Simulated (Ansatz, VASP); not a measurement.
Two plane-wave programs on Si

```
Si
1.0
     0.00000    5.43000    5.43000
     5.43000    0.00000    5.43000
     5.43000    5.43000    0.00000
Si
17
Cartesian
  0.0053 -0.0055 -0.0026
  1.3225 1.3569 1.3605
  2.6896 2.7402 -0.0202
  4.0729 4.1071 1.3605
  2.6880 -0.0230 2.7451
  4.0718 1.3579 4.1120
  5.4527 2.7417 2.7450
  6.7814 4.0784 4.0826
  0.0018 2.7195 2.7210
  1.3578 4.0721 4.0725
  2.7104 5.4281 2.7210
  4.0693 6.7905 4.0411
  2.7092 2.7206 5.4297
  4.0681 4.0408 6.7931
  5.4456 5.4142 5.4156
  6.8191 6.7916 6.7930
  4.0662 6.7934 6.7981
```

Alike in both runs: functional PBE; k mesh 2 × 2 × 2; occupations fermi-dirac, width 0.02 eV; no spin polarisation.

Ansatz relaxed the structure, and its values are those at the end. VASP's run is a single point on that final structure, the one shown.

|  | VASP | Ansatz |
| --- | --- | --- |
| version | VASP 6.6.1 | Ansatz 0.2.0 |
| potentials or method | VASP PAW PBE potentials, release 64 (Si), cutoff 520 eV | scalar-relativistic, plane waves, PAW |
| valence electrons in the cell | 68 | 68 |

|  | VASP | Ansatz | Ansatz less VASP |
| --- | --- | --- | --- |
| rms of the force components (eV/Å) | 0.012 | 0.012 | +0.0001 |

The k mesh is coarse, so the values compare programs but aren't converged.
